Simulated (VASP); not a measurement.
Write the native input for VASP 6.6.1 that does the following.

| Quantity | Value |
| --- | --- |
| Task | electric field gradients |
| Functional | LDA |
| Potentials or basis | VASP PAW LDA potentials, release 64 (Mg) |
| Cutoff | 520 eV |
| k mesh | 12 × 12 × 7 |
| Occupations | fermi-dirac, width 0.05 eV |
| Spin | no spin polarisation |
| Dipole correction | no |
| Further INCAR settings | ALGO = Normal; EDIFF = 1e-08; NBANDS = 9 |

The structure of Mg lies in POSCAR:

```
Mg
1.0
    3.1877321484      0.0000000000      0.0000000000
   -1.5938660741      2.7606570210      0.0000000000
    0.0000000000      0.0000000000      5.1753602886
Mg
2
Direct
    0.3333333333      0.6666666667      0.2500000000
    0.6666666667      0.3333333333      0.7500000000
```

This cell differs from its parent crystal: volume scaled by 0.98.

The input as run:

INCAR

```
ALGO = Normal
EDIFF = 1E-8
ENCUT = 520
ISIF = 2
ISMEAR = -1
LASPH = True
LCHARG = False
LEFG = True
LREAL = False
LWAVE = False
NBANDS = 9
NELM = 80
PREC = Accurate
SIGMA = 0.05
```

KPOINTS

```
k-points
0
Gamma
  12 12 7
```

Potentials or basis: VASP PAW LDA potentials, release 64 (Mg).

Launch:

```bash
$ cat potpaw_LDA.64/Mg/POTCAR > POTCAR
$ mpirun -np 1 vasp_std > vasp.out
```

Results of the run:

```json
{
  "Pressure": "-2.2 GPa",
  "Band gap on the k mesh": "zero (band 2 reaches 3.52 eV, above the bottom of band 3 at 1.24 eV)"
}
```

Caveat: without QUAD_EFG the Cq values of the log hold for a quadrupole moment of 1 mb, not for the nuclei.

Wall time 8.6 s on 1 thread of Intel(R) Xeon(R) Platinum 8488C (Sapphire Rapids) (shared host), peak memory 0.16 GiB.
